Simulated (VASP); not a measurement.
# Co (P6_3/mmc) in VASP: further runs

Aim: see how the results for Co move with the level of theory and the settings. Levels: PBEsol, RPBE+D4. Tasks: single point.

Program: VASP 6.6.1. These are calculated values, not measurements. Logs are shortened: lines on timing, memory, paths and dates and some standing lists are left out, and cuts for length are marked.

**1. The cell of the first run**

The structure is hexagonal, space group P6_3/mmc (No. 194). Conventional cell: a = 2.457 Å, b = 2.457 Å, c = 3.964 Å, α = 90.00°, β = 90.00°, γ = 120.00°. Co (site symmetry -6m2) has 12 Co at 2.44 to 2.46 Å within 3.2 Å.

**2. Single point, PBEsol, collinear spin, ferromagnetic start**

The input, INCAR:

```
SYSTEM = Co
PREC = Accurate ; ENCUT = 520
EDIFF = 1E-7 ; ISMEAR = -1
SIGMA = 0.05 ; LREAL = .FALSE.
LASPH = .TRUE. ; NELM = 150
ALGO = Normal ; ISIF = 2
LWAVE = .FALSE. ; LCHARG = .FALSE.
ISPIN = 2 ; MAGMOM = 2 2
LORBIT = 11 ; LMAXMIX = 4
GGA = PS ; NBANDS = 20
```

The input, KPOINTS:

```
Automatic mesh
0
G
  12 12 7
  0 0 0
```

The input, POSCAR:

```
Co
1.0
    2.4574749643      0.0000000000      0.0000000000
   -1.2287374822      2.1282357483      0.0000000000
    0.0000000000      0.0000000000      3.9644653522
Co
2
Direct
    0.6666666667      0.3333333333      0.7500000000
    0.3333333333      0.6666666667      0.2500000000
```

Potentials or basis: VASP PAW PBE potentials, release 64 (Co).

On the command line:

```sh
$ cat potpaw_PBE.64/Co/POTCAR > POTCAR
$ mpirun -np 1 vasp_std > vasp.out
```

OUTCAR:

```text
SYSTEM = Co
   PREC = Accurate
   ENCUT = 520
   EDIFF = 1E-7
   ISMEAR = -1
   LREAL = .FALSE.
   LASPH = .TRUE.
   NELM = 150
   ISIF = 2
   ISPIN = 2
   LORBIT = 11
   GGA = PS

 ion  position               nearest neighbor table
   1  0.667  0.333  0.750-   2 2.44   2 2.44   2 2.44   2 2.44   2 2.44   2 2.44
   2  0.333  0.667  0.250-   1 2.44   1 2.44   1 2.44   1 2.44   1 2.44   1 2.44

  LATTYP: Found a hexagonal cell.
 ALAT       =     2.4574749643
 C/A-ratio  =     1.6132271579

  Lattice vectors:

 A1 = (   2.4574749643,   0.0000000000,   0.0000000000)
 A2 = (  -1.2287374822,   2.1282357483,   0.0000000000)
 A3 = (   0.0000000000,   0.0000000000,   3.9644653522)

Analysis of symmetry for initial positions (statically):
=====================================================================
 Subroutine PRICEL returns:
 Original cell was already a primitive cell.

 Routine SETGRP: Setting up the symmetry group for a
 hexagonal supercell.

 Subroutine GETGRP returns: Found 24 space group operations
 (whereof 12 operations were pure point group operations)
 out of a pool of 24 trial point group operations.

The static configuration has the point symmetry D_3d.
 The point group associated with its full space group is D_6h.

Analysis of symmetry for dynamics (positions and initial velocities):
=====================================================================
 Subroutine PRICEL returns:
 Original cell was already a primitive cell.

 Routine SETGRP: Setting up the symmetry group for a
 hexagonal supercell.

 Subroutine GETGRP returns: Found 24 space group operations
 (whereof 12 operations were pure point group operations)
 out of a pool of 24 trial point group operations.

The dynamic configuration has the point symmetry D_3d.
 The point group associated with its full space group is D_6h.

Analysis of structural, dynamic, and magnetic symmetry:
=====================================================================
 Subroutine PRICEL returns:
 Original cell was already a primitive cell.

 Routine SETGRP: Setting up the symmetry group for a
 hexagonal supercell.

 Subroutine GETGRP returns: Found 24 space group operations
 (whereof 12 operations were pure point group operations)
 out of a pool of 24 trial point group operations.

The overall configuration has the point symmetry D_3d.
 The point group associated with its full space group is D_6h.

 Subroutine INISYM returns: Found 24 space group operations
 (whereof 12 operations are pure point group operations),
 and found     1 'primitive' translations

----------------------------------------------------------------------------------------

                                     Primitive cell

  volume of cell :      20.7345

  direct lattice vectors                    reciprocal lattice vectors
     2.457474964  0.000000000  0.000000000     0.406921745  0.234936379  0.000000000
    -1.228737482  2.128235748  0.000000000     0.000000000  0.469872758  0.000000000
     0.000000000  0.000000000  3.964465352     0.000000000  0.000000000  0.252240822

  length of vectors
     2.457474964  2.457474964  3.964465352     0.469872758  0.469872758  0.252240822

  position of ions in fractional coordinates (direct lattice)
     0.666666667  0.333333333  0.750000000
     0.333333333  0.666666667  0.250000000

  ion indices of the primitive-cell ions
   primitive index   ion index
                 1           1
                 2           2

----------------------------------------------------------------------------------------

 KPOINTS: Automatic mesh

Automatic generation of k-mesh.
 Grid dimensions read from file:
 generate k-points for:   12   12    7

 Generating k-lattice:

  Cartesian coordinates                     Fractional coordinates (reciprocal lattice)
     0.033910145  0.019578032  0.000000000     0.083333333 -0.000000000  0.000000000
     0.000000000  0.039156063  0.000000000     0.000000000  0.083333333  0.000000000
     0.000000000  0.000000000  0.036034403     0.000000000  0.000000000  0.142857143

  Length of vectors
     0.039156063  0.039156063  0.036034403

  Shift w.r.t. Gamma in fractional coordinates (k-lattice)
     0.000000000  0.000000000  0.000000000

 Subroutine IBZKPT returns following result:
 ===========================================

 Found     76 irreducible k-points:

 Following reciprocal coordinates:
            Coordinates               Weight
  0.000000  0.000000  0.000000      1.000000
  0.083333  0.000000  0.000000      6.000000
  0.166667  0.000000  0.000000      6.000000
  0.250000  0.000000  0.000000      6.000000
  0.333333  0.000000  0.000000      6.000000
  0.416667  0.000000  0.000000      6.000000
[... 16 lines left out ...]
  0.250000  0.000000  0.142857     12.000000
  0.333333  0.000000  0.142857     12.000000
 [... further k-points ...]
   k-points           NKPTS =     76   k-points in BZ     NKDIM =     76   number of bands    NBANDS=     20
   number of dos      NEDOS =    301   number of ions     NIONS =      2
   total plane-waves  NPLWV =   9720
   dimension x,y,z NGX =    18 NGY =   18 NGZ =   30
   dimension x,y,z NGXF=    36 NGYF=   36 NGZF=   60
   ions per type =               2
   NGX,Y,Z   is equivalent  to a cutoff of  12.18, 12.18, 12.58 a.u.
   NGXF,Y,Z  is equivalent  to a cutoff of  24.35, 24.35, 25.16 a.u.
 SYSTEM =  Co
   PREC   = accura    normal or accurate (medium, high low for compatibility)
   ISTART =      0    job   : 0-new  1-cont  2-samecut
   ICHARG =      2    charge: 1-file 2-atom 10-const
   ISPIN  =      2    spin polarized calculation?
   LNONCOLLINEAR =      F non collinear calculations
   LSORBIT =      F    spin-orbit coupling
   LASPH  =      T    aspherical Exc in radial PAW
   ENCUT  =  520.0 eV  38.22 Ry    6.18 a.u.   4.57  4.57  7.37*2*pi/ulx,y,z
   NELM   =    150;   NELMIN=  2; NELMDL= -5     # of ELM steps
   EDIFF  = 0.1E-06   stopping-criterion for ELM
   LREAL  =      F    real-space projection
   EDIFFG = 0.1E-05   stopping-criterion for IOM
   NSW    =      0    number of steps for IOM
   IBRION =     -1    ionic relax: 0-MD 1-quasi-New 2-CG
   NFREE  =      0    steps in history (QN), initial steepest desc. (CG)
   ISIF   =      2    stress and relaxation
   ISYM   =      2    0-nonsym 1-usesym 2-fastsym
   POTIM  = 0.5000    time-step for ionic-motion
   TEBEG  =    0.0;   TEEND  =   0.0 temperature during run
   PSTRESS=    0.0 pullay stress
   NELECT =      18.0000    total number of electrons
   NUPDOWN=      -1.0000    fix difference up-down
   EMIN   =  10.00;   EMAX   =-10.00  energy-range for DOS
   EFERMI =   0.00;   METHOD = LEGACY
   ISMEAR =    -1;   SIGMA  =   0.05  broadening in eV -4-tet -1-fermi 0-gaus
   EFERMI_NEDOS =   21; number of points for ismear=-14 and -15
   IALGO  =     38    algorithm
   IMIX   =      4    mixing-type and parameters
     AMIX     =   0.40;   BMIX     =  1.00
     AMIX_MAG =   1.60;   BMIX_MAG =  1.00
  volume/ion in A,a.u.               =      10.37        69.96
  Fermi-wavevector in a.u.,A,eV,Ry     =   1.561713  2.951209 33.183888  2.438947
  Thomas-Fermi vector in A             =   2.664738
   LORBIT       =     11    0 simple, 1 ext, 2 COOP (PROOUT), +10 PAW based schemes
   GGA     = PS    functional components
   LHFCALC =     F    Hartree Fock is set to
   AEXX    =    0.0000 exact exchange contribution
   IVDW    =     0    specifies the selected vdW correction
   LEPSILON=     F    determine dielectric tensor
   LRPA    =     F    only Hartree local field effects (RPA)
 spin polarized calculation
  energy-cutoff  :      520.00
  volume of cell :       20.73
 maximum number of plane-waves:       576
   NGX =  9   NGY =  9   NGZ = 15

 number of electron      17.9999974 magnetization       3.1162158

 Free energy of the ion-electron system (eV)
  ---------------------------------------------------
  ext. energy  EPLUGINS =         0.00000000
  ---------------------------------------------------
  free energy    TOTEN  =       -15.47556632 eV

  energy without entropy =      -15.45997611  energy(sigma->0) =      -15.46777121

 E-fermi :  10.7179     XC(G=0): -13.8501

 val. band max:       10.7016927360   @ k =   0.2500   0.1667   0.0000
 cond. band min:      10.7204558688   @ k =   0.2500   0.0000   0.0000
 fundamental gap:      0.0187631329
 Fermi energy:        10.7178936186

 spin component 1

 k-point     1 :       0.0000    0.0000    0.0000
  band No.  band energies     occupation
      1       1.4844      1.00000
      2       5.3687      1.00000
      3       8.0883      1.00000
      4       8.1005      1.00000
      5       8.1005      1.00000
      6       8.4429      1.00000
[... 12 lines left out ...]
     19      37.3111      0.00000
     20      37.3111      0.00000

 k-point     2 :       0.0833    0.0000    0.0000
  band No.  band energies     occupation
      1       1.7358      1.00000
      2       5.5214      1.00000
      3       7.8467      1.00000
      4       8.2222      1.00000
      5       8.2997      1.00000
      6       8.3931      1.00000
[... 12 lines left out ...]
     19      38.6077      0.00000
     20      39.7279      0.00000

 k-point     3 :       0.1667    0.0000    0.0000
  band No.  band energies     occupation
      1       2.4621      1.00000
      2       5.8986      1.00000
      3       7.5479      1.00000
      4       7.8669      1.00000
      5       8.2071      1.00000
      6       8.5463      1.00000
[... 12 lines left out ...]
     19      37.8348      0.00000
     20      40.1462      0.00000

 k-point     4 :       0.2500    0.0000    0.0000
  band No.  band energies     occupation
      1       3.5569      1.00000
      2       6.1991      1.00000
      3       7.0931      1.00000
      4       7.3635      1.00000
      5       8.1079      1.00000
      6       8.3185      1.00000
[... 429 lines left out ...]
 k-point    23 :       0.2500    0.0000    0.1429
  band No.  band energies     occupation
      1       3.7200      1.00000
      2       6.2423      1.00000
      3       6.9753      1.00000
      4       7.4067      1.00000
      5       7.9794      1.00000
      6       8.3474      1.00000
[... 12 lines left out ...]
     19      36.3453      0.00000
     20      37.5054      0.00000

 k-point    24 :       0.3333    0.0000    0.1429
  band No.  band energies     occupation
      1       4.8158      1.00000
      2       6.1592      1.00000
      3       6.5598      1.00000
      4       7.3560      1.00000
      5       8.1551      1.00000
      6       8.1871      1.00000
[... 12 lines left out ...]
     19      34.5095      0.00000
     20      36.1829      0.00000

 [... further k-points ...]

 spin component 2

 k-point     1 :       0.0000    0.0000    0.0000
  band No.  band energies     occupation
      1       1.5514      1.00000
      2       6.3017      1.00000
      3       9.6613      1.00000
      4       9.6660      1.00000
      5       9.6660      1.00000
      6      10.0615      1.00000
[... 12 lines left out ...]
     19      37.6574      0.00000
     20      37.6574      0.00000

 k-point     2 :       0.0833    0.0000    0.0000
  band No.  band energies     occupation
      1       1.8039      1.00000
      2       6.4732      1.00000
      3       9.3711      1.00000
      4       9.7987      1.00000
      5       9.8640      1.00000
      6       9.8945      1.00000
[... 12 lines left out ...]
     19      38.5760      0.00000
     20      40.0686      0.00000

 k-point     3 :       0.1667    0.0000    0.0000
  band No.  band energies     occupation
      1       2.5375      1.00000
      2       6.9110      1.00000
      3       8.9340      1.00000
      4       8.9960      1.00000
      5       9.7618      1.00000
      6      10.1754      0.99998
[... 12 lines left out ...]
     19      38.0119      0.00000
     20      40.5082      0.00000

 k-point     4 :       0.2500    0.0000    0.0000
  band No.  band energies     occupation
      1       3.6679      1.00000
      2       7.3273      1.00000
      3       8.1915      1.00000
      4       8.6777      1.00000
      5       9.6066      1.00000
      6       9.9321      1.00000
[... 429 lines left out ...]
 k-point    23 :       0.2500    0.0000    0.1429
  band No.  band energies     occupation
      1       3.8435      1.00000
      2       7.2924      1.00000
      3       8.0645      1.00000
      4       8.7267      1.00000
      5       9.4888      1.00000
      6       9.9598      1.00000
[... 12 lines left out ...]
     19      36.7646      0.00000
     20      37.8635      0.00000

 k-point    24 :       0.3333    0.0000    0.1429
  band No.  band energies     occupation
      1       5.1191      1.00000
      2       7.3052      1.00000
      3       7.6743      1.00000
      4       8.5808      1.00000
      5       9.5783      1.00000
      6       9.7793      1.00000
[... 12 lines left out ...]
     19      34.9416      0.00000
     20      36.5493      0.00000

 [... further k-points ...]
[... 5 lines left out ...]
  --------------------------------------------------------------------------------------
  -------------------------------------------------------------------------------------
  Total       -0.1244487     -0.1244487     -0.1344340      0.0000000     -0.0000000      0.0000000
  in kB       -9.6162890     -9.6162890    -10.3878603      0.0000000     -0.0000000      0.0000000
  external PRESSURE =      -9.8734794 kB  Pullay stress =       0.0000000 kB

 VOLUME and BASIS-vectors are now :
 -----------------------------------------------------------------------------
  energy-cutoff  :      520.00
  volume of cell :       20.73
      direct lattice vectors                 reciprocal lattice vectors
     2.457474964  0.000000000  0.000000000     0.406921745  0.234936379  0.000000000
    -1.228737482  2.128235748  0.000000000     0.000000000  0.469872758  0.000000000
     0.000000000  0.000000000  3.964465352     0.000000000  0.000000000  0.252240822

 POSITION                                       TOTAL-FORCE (eV/Angst)
 -----------------------------------------------------------------------------------
      1.22874      0.70941      2.97335        -0.000000      0.000000      0.000000
     -0.00000      1.41882      0.99112         0.000000     -0.000000      0.000000
 -----------------------------------------------------------------------------------
    total drift:                                0.000000     -0.000000     -0.000000

  FREE ENERGIE OF THE ION-ELECTRON SYSTEM (eV)
  ---------------------------------------------------
  free  energy   TOTEN  =       -15.4755663182 eV

  energy  without entropy=      -15.4599761100  energy(sigma->0) =      -15.46777121

 total charge

# of ion       s       p       d       tot
------------------------------------------
    1        0.508   0.565   7.291   8.364
    2        0.508   0.565   7.291   8.364
--------------------------------------------------
tot          1.016   1.131  14.582  16.728

 magnetization (x)

# of ion       s       p       d       tot
------------------------------------------
    1       -0.015  -0.051   1.631   1.565
    2       -0.015  -0.051   1.631   1.565
--------------------------------------------------
tot         -0.030  -0.101   3.262   3.130
```

It took 83 s on 1 thread of Intel Xeon 8259CL, shared host; peak memory 0.17 GiB.

What came out:

* Free energy: -15.4756 eV
* Pressure: -1.0 GPa
* Net moment: 3.12 μB per cell
* Site moments: Co +1.56 μB
* Valence electrons inside the program's atomic spheres: Co 8.36

Stress tensor (GPa, compression positive):
```
-0.96  0.00  0.00
 0.00 -0.96  0.00
 0.00  0.00 -1.04
```

Caveat: the PAW data sets were made with another functional, which shifts forces and pressure a little.

**3. Single point, RPBE+D4, collinear spin, ferromagnetic start**

This run uses another cell than the first one, of 10.43 Å³/atom.

The input, INCAR:

```
SYSTEM = Co
PREC     = Accurate       ! precision mode
ENCUT    = 520            ! plane-wave cutoff, eV
EDIFF    = 1E-6           ! SCF threshold, eV
ISMEAR   = -1             ! smearing method
SIGMA    = 0.05           ! smearing width, eV
LREAL    = .False.        ! projectors in reciprocal space
LASPH    = .True.         ! aspherical terms in the spheres
NELM     = 150            ! most SCF steps
ALGO     = Normal         ! electronic algorithm
ISIF     = 2              ! what is computed and relaxed
LWAVE    = .False.        ! write WAVECAR
LCHARG   = .True.         ! write CHGCAR
ISPIN    = 2              ! spin polarisation
MAGMOM   = 2 2            ! initial moments
LORBIT   = 11             ! projections on sites
LMAXMIX  = 4              ! l up to which the mixer works
GGA      = RP             ! functional
IVDW     = 13             ! dispersion correction
LELF     = .True.         ! ELF
LVHAR    = .True.       
NBANDS   = 20             ! bands
```

The input, KPOINTS:

```
Automatic mesh
0
Gamma
  12 12 7
  0 0 0
```

The input, POSCAR:

```
Co
1.0
    2.4554087999      0.0000000000      0.0000000000
   -1.2277044000      2.1264463974      0.0000000000
    0.0000000000      0.0000000000      3.9941557227
Co
2
Direct
    0.6666666667      0.3333333333      0.7500000000
    0.3333333333      0.6666666667      0.2500000000
```

Potentials or basis: VASP PAW PBE potentials, release 64 (Co).

On the command line:

```sh
$ cat potpaw_PBE.64/Co/POTCAR > POTCAR
$ mpirun -np 1 vasp_std > vasp.out
```

Run time: 87 s. Hardware: 1 thread of Intel Xeon 8259CL, shared host; peak memory 0.17 GiB.

The run converged. Its results:

```yaml
Free_energy: -14.7094 eV
Pressure: 2.0 GPa
Net_moment: 3.18 μB per cell
Site_moments: Co +1.60 μB
Valence_electrons_inside_the_program's_atomic_spheres: Co 8.36
Dispersion_energy_per_atom: -0.870 eV
```

Stress tensor (GPa, compression positive):
```
2.91 0.00 0.00
0.00 2.91 0.00
0.00 0.00 0.07
```

Levels at points of the mesh, in eV from the Fermi level:
Spin up:
| k point | band 7 | band 8 | band 9 | band 10 | band 11 | band 12 | band 13 | band 14 | band 15 | band 16 |
| --- | --- | --- | --- | --- | --- | --- | --- | --- | --- | --- |
| (0.00, 0.00, 0.00) | -2.34 | -1.95 | -1.95 | -0.81 | -0.81 | -0.15 | 6.64 | 22.38 | 25.48 | 25.48 |
| (0.50, 0.00, 0.00) | -2.25 | -0.65 | -0.59 | -0.50 | 1.42 | 3.55 | 9.99 | 10.72 | 13.04 | 14.48 |
Spin down:
| k point | band 5 | band 6 | band 7 | band 8 | band 9 | band 10 |
| --- | --- | --- | --- | --- | --- | --- |
| (0.00, 0.00, 0.00) | -1.01 | -0.63 | -0.63 | -0.26 | -0.16 | -0.16 |
| (0.50, 0.00, 0.00) | -1.16 | -1.12 | -0.67 | 1.26 | 1.36 | 1.43 |

Caveat: the PAW data sets were made with another functional, which shifts forces and pressure a little.
